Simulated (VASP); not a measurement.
A run of VASP 6.6.1 is set up as follows.

File INCAR:

```
PREC = Accurate
ENCUT = 520
EDIFF = 1E-6
ISMEAR = -1
SIGMA = 0.05
LREAL = F
LASPH = T
NELM = 150
ALGO = Normal
ISIF = 2
LWAVE = F
LCHARG = T
ISPIN = 2
MAGMOM = 0.2 0 0
LORBIT = 11
NUPDOWN = 0.2
LMAXMIX = 6
GGA = PE
LELF = T
LVHAR = T
NBANDS = 26
```

File KPOINTS:

```
regular mesh
0
Gamma
  8 8 6
```

POSCAR

```
YbB2
1.0
    3.2503000000      0.0000000000      0.0000000000
   -1.6251500000      2.8148423699      0.0000000000
    0.0000000000      0.0000000000      3.7315000000
Yb B
1 2
Direct
    0.0000000000      0.0000000000      0.0000000000
    0.6666666667      0.3333333333      0.5000000000
    0.3333333333      0.6666666667      0.5000000000
```

Potentials or basis: VASP PAW PBE potentials, release 64 (Yb, B).

Run with:

```console
$ cat potpaw_PBE.64/Yb/POTCAR potpaw_PBE.64/B/POTCAR > POTCAR
$ mpirun -np 1 vasp_std > vasp.out
```

(1) Predict the pressure.

Answers

(1) 3.4 GPa.

Caveat: the stress differs along the axes, from 1 to 9 GPa; the total moment is fixed, so each spin has its own Fermi level and the state may be an excited one.
